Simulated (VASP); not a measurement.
# SnTe3 (Fm-3m) in VASP: a series of runs

The runs below take SnTe3 through single point, relaxation of cell and atoms, with PBEsol.

All numbers are computed with VASP 6.6.1; they aren't measurements. Logs are shortened: lines on timing, memory, paths and dates and some standing lists are left out, and cuts for length are marked.

**1. The cell of the first run**

The structure is cubic, space group Fm-3m (No. 225). Conventional cell: a = 7.579 Å, b = 7.579 Å, c = 7.579 Å, α = 90.00°, β = 90.00°, γ = 90.00°. Te (site symmetry m-3m) has 8 Te at 3.28 Å and 6 Sn at 3.79 Å within 4.3 Å. Within 4.3 Å of Te (site symmetry -43m) lie 4 Sn at 3.28 Å and 10 Te at 3.28 to 3.79 Å. Sn (site symmetry m-3m) has 14 Te at 3.28 to 3.79 Å within 4.3 Å.

**2. Single point, PBEsol**

INCAR reads:

```
SYSTEM = SnTe3
  ALGO = Normal
  EDIFF = 1E-6
  ENCUT = 520
  GGA = PS
  ISIF = 2
  ISMEAR = -1
  LASPH = .TRUE.
  LCHARG = .FALSE.
  LREAL = .FALSE.
  LWAVE = .FALSE.
  NBANDS = 24
  NELM = 80
  PREC = Accurate
  SIGMA = 0.05
```

KPOINTS reads:

```
k-points
0
G
  6 6 6
  0 0 0
```

POSCAR reads:

```
SnTe3
1.0
    0.0000000000      3.7896718940      3.7896718940
    3.7896718940      0.0000000000      3.7896718940
    3.7896718940      3.7896718940      0.0000000000
Te Sn
3 1
Direct
    0.5000000000      0.5000000000      0.5000000000
    0.7500000000      0.7500000000      0.7500000000
    0.2500000000      0.2500000000      0.2500000000
    0.0000000000      0.0000000000      0.0000000000
```

Potentials or basis: VASP PAW PBE potentials, release 64 (Te, Sn_d).

Started as:

```console
> cat potpaw_PBE.64/Te/POTCAR potpaw_PBE.64/Sn_d/POTCAR > POTCAR
> mpirun -np 1 vasp_std > vasp.out
```

OUTCAR:

```text
SYSTEM = SnTe3
   EDIFF = 1E-6
   ENCUT = 520
   GGA = PS
   ISIF = 2
   ISMEAR = -1
   LASPH = .TRUE.
   LREAL = .FALSE.
   NELM = 80
   PREC = Accurate

 ion  position               nearest neighbor table
   1  0.500  0.500  0.500-   3 3.28   3 3.28   3 3.28   2 3.28   3 3.28   2 3.28   2 3.28   2 3.28

   2  0.750  0.750  0.750-   1 3.28   1 3.28   1 3.28   1 3.28   4 3.28   4 3.28   4 3.28   4 3.28

   3  0.250  0.250  0.250-   4 3.28   4 3.28   4 3.28   1 3.28   4 3.28   1 3.28   1 3.28   1 3.28

   4  0.000  0.000  0.000-   2 3.28   2 3.28   2 3.28   2 3.28   3 3.28   3 3.28   3 3.28   3 3.28

  LATTYP: Found a face centered cubic cell.
 ALAT       =     7.5793437880

  Lattice vectors:

 A1 = (   0.0000000000,   3.7896718940,   3.7896718940)
 A2 = (   3.7896718940,   0.0000000000,   3.7896718940)
 A3 = (   3.7896718940,   3.7896718940,   0.0000000000)

Analysis of symmetry for initial positions (statically):
=====================================================================
 Subroutine PRICEL returns:
 Original cell was already a primitive cell.

 Routine SETGRP: Setting up the symmetry group for a
 face centered cubic supercell.

 Subroutine GETGRP returns: Found 48 space group operations
 (whereof 48 operations were pure point group operations)
 out of a pool of 48 trial point group operations.

The static configuration has the point symmetry O_h .

Analysis of symmetry for dynamics (positions and initial velocities):
=====================================================================
 Subroutine PRICEL returns:
 Original cell was already a primitive cell.

 Routine SETGRP: Setting up the symmetry group for a
 face centered cubic supercell.

 Subroutine GETGRP returns: Found 48 space group operations
 (whereof 48 operations were pure point group operations)
 out of a pool of 48 trial point group operations.

The dynamic configuration has the point symmetry O_h .

 Subroutine INISYM returns: Found 48 space group operations
 (whereof 48 operations are pure point group operations),
 and found     1 'primitive' translations

----------------------------------------------------------------------------------------

                                     Primitive cell

  volume of cell :     108.8516

  direct lattice vectors                    reciprocal lattice vectors
     0.000000000  3.789671894  3.789671894    -0.131937543  0.131937543  0.131937543
     3.789671894  0.000000000  3.789671894     0.131937543 -0.131937543  0.131937543
     3.789671894  3.789671894  0.000000000     0.131937543  0.131937543 -0.131937543

  length of vectors
     5.359405389  5.359405389  5.359405389     0.228522529  0.228522529  0.228522529

  position of ions in fractional coordinates (direct lattice)
     0.500000000  0.500000000  0.500000000
     0.750000000  0.750000000  0.750000000
     0.250000000  0.250000000  0.250000000
     0.000000000  0.000000000  0.000000000

  ion indices of the primitive-cell ions
   primitive index   ion index
                 1           1
                 2           2
                 3           3
                 4           4

----------------------------------------------------------------------------------------

 KPOINTS: k-points

Automatic generation of k-mesh.
 Grid dimensions read from file:
 generate k-points for:    6    6    6

 Generating k-lattice:

  Cartesian coordinates                     Fractional coordinates (reciprocal lattice)
    -0.021989591  0.021989591  0.021989591     0.166666667  0.000000000  0.000000000
     0.021989591 -0.021989591  0.021989591     0.000000000  0.166666667  0.000000000
     0.021989591  0.021989591 -0.021989591     0.000000000  0.000000000  0.166666667

  Length of vectors
     0.038087088  0.038087088  0.038087088

  Shift w.r.t. Gamma in fractional coordinates (k-lattice)
     0.000000000  0.000000000  0.000000000

 Subroutine IBZKPT returns following result:
 ===========================================

 Found     16 irreducible k-points:

 Following reciprocal coordinates:
            Coordinates               Weight
  0.000000  0.000000  0.000000      1.000000
  0.166667  0.000000  0.000000      8.000000
  0.333333  0.000000  0.000000      8.000000
  0.500000  0.000000  0.000000      4.000000
  0.166667  0.166667  0.000000      6.000000
  0.333333  0.166667  0.000000     24.000000
[... 8 lines left out ...]
 -0.333333  0.333333  0.166667     24.000000
 -0.333333  0.500000  0.166667     12.000000
   k-points           NKPTS =     16   k-points in BZ     NKDIM =     16   number of bands    NBANDS=     24
   number of dos      NEDOS =    301   number of ions     NIONS =      4
   total plane-waves  NPLWV =  64000
   dimension x,y,z NGX =    40 NGY =   40 NGZ =   40
   dimension x,y,z NGXF=    80 NGYF=   80 NGZF=   80
   ions per type =               3   1
   NGX,Y,Z   is equivalent  to a cutoff of  12.41, 12.41, 12.41 a.u.
[... 65 lines left out ...]
 k-point     1 :       0.0000    0.0000    0.0000
  band No.  band energies     occupation
      1     -13.1608      2.00000
      2     -13.1608      2.00000
      3     -13.1608      2.00000
      4     -13.1546      2.00000
      5     -13.1546      2.00000
      6      -5.5814      2.00000
[... 16 lines left out ...]
     23      12.7429      0.00000
     24      18.7020      0.00000

 k-point     2 :       0.1667    0.0000    0.0000
  band No.  band energies     occupation
      1     -13.1612      2.00000
      2     -13.1605      2.00000
      3     -13.1605      2.00000
      4     -13.1546      2.00000
      5     -13.1546      2.00000
      6      -5.3943      2.00000
[... 16 lines left out ...]
     23      12.4832      0.00000
     24      17.7185      0.00000

 k-point     3 :       0.3333    0.0000    0.0000
  band No.  band energies     occupation
      1     -13.1620      2.00000
      2     -13.1600      2.00000
      3     -13.1600      2.00000
      4     -13.1546      2.00000
      5     -13.1546      2.00000
      6      -4.8618      2.00000
[... 16 lines left out ...]
     23      13.7894      0.00000
     24      16.5912      0.00000

 k-point     4 :       0.5000    0.0000    0.0000
  band No.  band energies     occupation
      1     -13.1624      2.00000
      2     -13.1598      2.00000
      3     -13.1598      2.00000
      4     -13.1546      2.00000
      5     -13.1546      2.00000
      6      -4.3124      2.00000
[... 16 lines left out ...]
     23      16.0459      0.00000
     24      16.0463      0.00000

 k-point     5 :       0.1667    0.1667    0.0000
  band No.  band energies     occupation
      1     -13.1616      2.00000
      2     -13.1602      2.00000
      3     -13.1602      2.00000
      4     -13.1549      2.00000
      5     -13.1544      2.00000
      6      -5.3317      2.00000
[... 16 lines left out ...]
     23      12.8916      0.00000
     24      17.6343      0.00000

 k-point     6 :       0.3333    0.1667    0.0000
  band No.  band energies     occupation
      1     -13.1622      2.00000
      2     -13.1599      2.00000
      3     -13.1597      2.00000
      4     -13.1551      2.00000
      5     -13.1544      2.00000
      6      -4.9103      2.00000
[... 16 lines left out ...]
     23      14.6682      0.00000
     24      16.7432      0.00000
[... 163 lines left out ...]
 k-point    13 :       0.5000    0.5000    0.0000
  band No.  band energies     occupation
      1     -13.1642      2.00000
      2     -13.1585      2.00000
      3     -13.1585      2.00000
      4     -13.1559      2.00000
      5     -13.1540      2.00000
      6      -3.5732      2.00000
[... 16 lines left out ...]
     23      13.7138      0.00000
     24      13.9723      0.00000

 k-point    14 :       0.5000    0.3333    0.1667
  band No.  band energies     occupation
      1     -13.1623      2.00000
      2     -13.1601      2.00000
      3     -13.1591      2.00000
      4     -13.1552      2.00000
      5     -13.1544      2.00000
      6      -4.4015      2.00000
[... 16 lines left out ...]
     23      15.3376      0.00000
     24      15.8259      0.00000

 k-point    15 :      -0.3333    0.3333    0.1667
  band No.  band energies     occupation
      1     -13.1616      2.00000
      2     -13.1610      2.00000
      3     -13.1588      2.00000
      4     -13.1552      2.00000
      5     -13.1545      2.00000
      6      -3.8586      2.00000
[... 16 lines left out ...]
     23      15.0709      0.00000
     24      15.4540      0.00000

 k-point    16 :      -0.3333    0.5000    0.1667
  band No.  band energies     occupation
      1     -13.1628      2.00000
      2     -13.1599      2.00000
      3     -13.1585      2.00000
      4     -13.1556      2.00000
      5     -13.1543      2.00000
      6      -3.4696      2.00000
[... 16 lines left out ...]
     23      14.8711      0.00000
     24      14.9583      0.00000

------------------------ aborting loop because EDIFF is reached ----------------------------------------

  FORCE on cell =-STRESS in cart. coord.  units (eV):
  Direction    XX          YY          ZZ          XY          YZ          ZX
  --------------------------------------------------------------------------------------
  -------------------------------------------------------------------------------------
  Total       -0.0151618     -0.0151618     -0.0151618     -0.0000000     -0.0000000      0.0000000
  in kB       -0.2231657     -0.2231657     -0.2231657     -0.0000000     -0.0000000      0.0000000
  external PRESSURE =      -0.2231657 kB  Pullay stress =       0.0000000 kB

 VOLUME and BASIS-vectors are now :
 -----------------------------------------------------------------------------
  energy-cutoff  :      520.00
  volume of cell :      108.85
      direct lattice vectors                 reciprocal lattice vectors
     0.000000000  3.789671894  3.789671894    -0.131937543  0.131937543  0.131937543
     3.789671894  0.000000000  3.789671894     0.131937543 -0.131937543  0.131937543
     3.789671894  3.789671894  0.000000000     0.131937543  0.131937543 -0.131937543

 POSITION                                       TOTAL-FORCE (eV/Angst)
 -----------------------------------------------------------------------------------
      3.78967      3.78967      3.78967         0.000000      0.000000     -0.000000
      5.68451      5.68451      5.68451         0.000000      0.000000      0.000000
      1.89484      1.89484      1.89484        -0.000000     -0.000000     -0.000000
      0.00000      0.00000      0.00000         0.000000      0.000000     -0.000000
 -----------------------------------------------------------------------------------
    total drift:                               -0.000000      0.000000      0.000000

  FREE ENERGIE OF THE ION-ELECTRON SYSTEM (eV)
  ---------------------------------------------------
  free  energy   TOTEN  =       -14.4296019235 eV

  energy  without entropy=      -14.3902010120  energy(sigma->0) =      -14.40990147
```

Wall time 28 s (1 thread of Intel Xeon Platinum 8488C (Sapphire Rapids), shared host); peak memory 0.24 GiB.

What came out:

* Free energy: -14.4296 eV
* Pressure: 0.0 GPa
* Band gap on the k mesh: zero (band 16 reaches 8.73 eV, above the bottom of band 17 at 6.32 eV)

Levels at points of the mesh, in eV from the Fermi level:
| k point | band 13 | band 14 | band 15 | band 16 | band 17 | band 18 | band 19 | band 20 |
| --- | --- | --- | --- | --- | --- | --- | --- | --- |
| (0.00, 0.00, 0.00) | -3.55 | -3.55 | -3.55 | -2.02 | -2.02 | -2.02 | 2.86 | 2.86 |
| (0.50, 0.00, 0.00) | -3.71 | -2.03 | -1.98 | 0.39 | 0.39 | 1.45 | 1.76 | 1.76 |
| (0.50, 0.50, 0.00) | -0.86 | -0.61 | -0.61 | 0.08 | 0.17 | 0.17 | 2.21 | 3.41 |

Caveat: the PAW data sets were made with another functional, which shifts forces and pressure a little; spin-orbit coupling is left out, which moves the levels of the heavy elements.

**3. Relaxation of cell and atoms, PBEsol**

This run uses another cell than the first one, of 28.78 Å³/atom, 1.058 times its volume.

INCAR reads:

```
SYSTEM = SnTe3
ALGO = Normal
EDIFF = 1E-7
EDIFFG = -0.005
ENCUT = 600
GGA = PS
IBRION = 2
ISIF = 3
ISMEAR = -1
LASPH = .TRUE.
LCHARG = .FALSE.
LREAL = .FALSE.
LWAVE = .FALSE.
NELM = 60
NSW = 80
PREC = Accurate
SIGMA = 0.05
```

KPOINTS is that of step 2.

POSCAR reads:

```
SnTe3
1.0
    0.0000000000      3.8612190000      3.8612190000
    3.8612190000      0.0000000000      3.8612190000
    3.8612190000      3.8612190000      0.0000000000
Te Sn
3 1
Direct
    0.5000000000      0.5000000000      0.5000000000
    0.7500000000      0.7500000000      0.7500000000
    0.2500000000      0.2500000000      0.2500000000
    0.0000000000      0.0000000000      0.0000000000
```

Potentials or basis: VASP PAW PBE potentials, release 64 (Te, Sn_d).

Started as:

```console
> cat potpaw_PBE.64/Te/POTCAR potpaw_PBE.64/Sn_d/POTCAR > POTCAR
> mpirun -np 1 vasp_std > vasp.out
```

Run time: 97 s. Hardware: 1 thread of Intel Xeon Platinum 8488C (Sapphire Rapids), shared host; peak memory 0.35 GiB.

It converged, with:

```yaml
Free_energy: -14.4301 eV
Relaxed_volume: 27.21 Å³/atom
Relaxed_cell: a = 5.359 Å, b = 5.359 Å, c = 5.359 Å, α = 60.00°, β = 60.00°, γ = 60.00°
Space_group_after_relaxing_to_0.05_Å: Fm-3m (No. 225)
Energy_gained_by_relaxing: 14.4 meV/atom
Ionic_steps: 3
Pressure_after_relaxing: 0.0 GPa
Band_gap_on_the_k_mesh: zero (band 16 reaches 8.73 eV, above the bottom of band 17 at 6.32 eV)
```

The path:
| step | energy change (eV) | largest force (eV/Å) | pressure (GPa) | volume (Å³) |
| --- | --- | --- | --- | --- |
| 1 | 0.0000 | 0.0000 | -2.80 | 115.13 |
| 2 | -0.0517 | 0.0000 | 1.01 | 106.95 |
| 3 | -0.0576 | 0.0000 | 0.00 | 108.84 |

Final structure:
```
Te Sn
1.0
     0.00000    3.78948    3.78948
     3.78948    0.00000    3.78948
     3.78948    3.78948    0.00000
Te Sn
3 1
Direct
  0.50000 0.50000 0.50000
  0.75000 0.75000 0.75000
  0.25000 0.25000 0.25000
  0.00000 0.00000 0.00000
```

Levels at points of the mesh, in eV from the Fermi level:
```csv
k point,band 13,band 14,band 15,band 16,band 17,band 18,band 19,band 20
"(0.00, 0.00, 0.00)",-3.55,-3.55,-3.55,-2.02,-2.02,-2.02,2.86,2.86
"(0.50, 0.00, 0.00)",-3.71,-2.03,-1.98,0.39,0.39,1.45,1.76,1.76
"(0.50, 0.50, 0.00)",-0.86,-0.61,-0.61,0.08,0.17,0.17,2.21,3.41
```

Caveat: the PAW data sets were made with another functional, which shifts forces and pressure a little; spin-orbit coupling is left out, which moves the levels of the heavy elements.

**4. Relaxation of cell and atoms, PBEsol, target pressure 5 GPa, at which the enthalpy is minimised**

This run uses another cell than the first one, of 28.78 Å³/atom, 1.058 times its volume.

INCAR reads:

```
SYSTEM = SnTe3
ALGO = Normal
EDIFF = 1E-7
EDIFFG = -0.005
ENCUT = 600
GGA = PS
IBRION = 2
ISIF = 3
ISMEAR = -1
LASPH = .True.
LCHARG = .False.
LREAL = .False.
LWAVE = .False.
NELM = 100
NSW = 80
PREC = Accurate
PSTRESS = 50.0
SIGMA = 0.05
```

KPOINTS reads:

```
k-points
0
Gamma
  6 6 6
  0 0 0
```

POSCAR is that of step 3.

Started as:

```console
> cat potpaw_PBE.64/Te/POTCAR potpaw_PBE.64/Sn_d/POTCAR > POTCAR
> mpirun -np 1 vasp_std > vasp.out
```

Wall time 3.1 min (1 thread of Intel Xeon Platinum 8488C (Sapphire Rapids), shared host); peak memory 0.36 GiB.

It converged, with:

```
Free energy                                            : -14.3163 eV
Relaxed volume                                         : 25.24 Å³/atom
Relaxed cell                                           : a = 5.227 Å, b = 5.227 Å, c = 5.227 Å, α = 60.00°, β = 60.00°, γ = 60.00°
Space group after relaxing (to 0.05 Å)                 : Fm-3m (No. 225)
Energy change on relaxing (the enthalpy is what falls) : +14.1 meV/atom
Ionic steps                                            : 6
Pressure after relaxing                                : 5.0 GPa
Band gap on the k mesh                                 : zero (band 16 reaches 9.81 eV, above the bottom of band 17 at 7.16 eV)
```

Step by step:
```csv
step,energy change (eV),largest force (eV/Å),pressure (GPa),volume (Å³)
1,0.0000,0.0000,-2.80,115.13
2,0.4640,0.0000,12.67,93.32
3,0.0515,0.0000,4.88,101.12
4,0.0599,0.0000,5.10,100.85
5,0.0533,0.0000,4.93,101.06
6,0.0562,0.0000,5.01,100.97
```

Final structure:
```xyz
4
Lattice="0.0000 3.6959 3.6959 3.6959 0.0000 3.6959 3.6959 3.6959 0.0000" Properties=species:S:1:pos:R:3 pbc="T T T"
Te    3.6959    3.6959    3.6959
Te    5.5439    5.5439    5.5439
Te    1.8480    1.8480    1.8480
Sn    0.0000    0.0000    0.0000
```

Levels at points of the mesh, in eV from the Fermi level:
| k point | band 12 | band 13 | band 14 | band 15 | band 16 | band 17 | band 18 | band 19 | band 20 |
| --- | --- | --- | --- | --- | --- | --- | --- | --- | --- |
| (0.00, 0.00, 0.00) | -3.95 | -3.91 | -3.91 | -3.91 | -2.27 | -2.27 | -2.27 | 2.60 | 2.60 |
| (0.50, 0.00, 0.00) | -4.11 | -4.11 | -2.03 | -2.02 | 0.39 | 0.39 | 1.70 | 1.70 | 1.70 |
| (0.50, 0.50, 0.00) | -1.50 | -0.70 | -0.67 | -0.67 | 0.11 | 0.17 | 0.17 | 2.36 | 3.57 |

Caveat: the cell is relaxed towards a set pressure, so the enthalpy falls and the energy may rise; the PAW data sets were made with another functional, which shifts forces and pressure a little; spin-orbit coupling is left out, which moves the levels of the heavy elements.

**5. Summary**

```tsv
task	cell	cutoff (eV)	gap on the mesh (eV)	pressure (GPa)
single point	a = 5.359 Å, angles 60.0°, 4 atoms	520	none	0.0
relaxation of cell and atoms	relaxed from a = 5.461 Å, angles 60.0°, 4 atoms	600	none	0.0
relaxation of cell and atoms	relaxed to 5 GPa from a = 5.461 Å, angles 60.0°, 4 atoms	600	none	5.0
```

Alike in all rows: level PBEsol; potentials or basis VASP PAW PBE potentials, release 64 (Te, Sn_d); no spin polarisation; k mesh 6 × 6 × 6; smearing fermi-dirac 0.05 eV.

Caveats: the PAW data sets were made with another functional, which shifts forces and pressure a little; spin-orbit coupling is left out, which moves the levels of the heavy elements; the cell is relaxed towards a set pressure, so the enthalpy falls and the energy may rise (some runs).

Absolute energies hang on the potentials; compare differences alone.
